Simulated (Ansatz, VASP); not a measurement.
## HgI: VASP beside Ansatz

```xyz
4
Lattice="14.2500 0.0000 0.0000 0.0000 9.0000 0.0000 0.0000 0.0000 12.4200" Properties=species:S:1:pos:R:3 pbc="T T T"
Hg    7.1226    4.5000    7.9193
Hg    7.1226    4.5000    4.6115
I     9.7452    4.5000    4.5000
I     4.5000    4.5000    4.5000
```

Alike in both runs: task single point; functional PBE; k mesh 1 × 1 × 1; occupations gaussian, width 0.01 eV; non-collinear spin, spin-orbit coupling.

|  | VASP | Ansatz |
| --- | --- | --- |
| version | VASP 6.6.1 | Ansatz 0.2.0 |
| potentials or method | VASP PAW PBE potentials, release 64 (Hg, I), cutoff 520 eV | plane waves, PAW |
| valence electrons in the cell | 38 | 74 |

Ansatz gave:

* rms of the force components (eV/Å): 0.074

Task: What did VASP give for the same quantities?

Result: rms of the force components (eV/Å): 0.045.

Atom by atom the forces differ by 0.030 eV/Å (rms over components). VASP's potentials hold 38 valence electrons a cell and Ansatz's 74, so a difference there can come from the potentials and not from the codes. Ansatz's warnings: structure snapped to symmetry, xc potential rough in thin density.
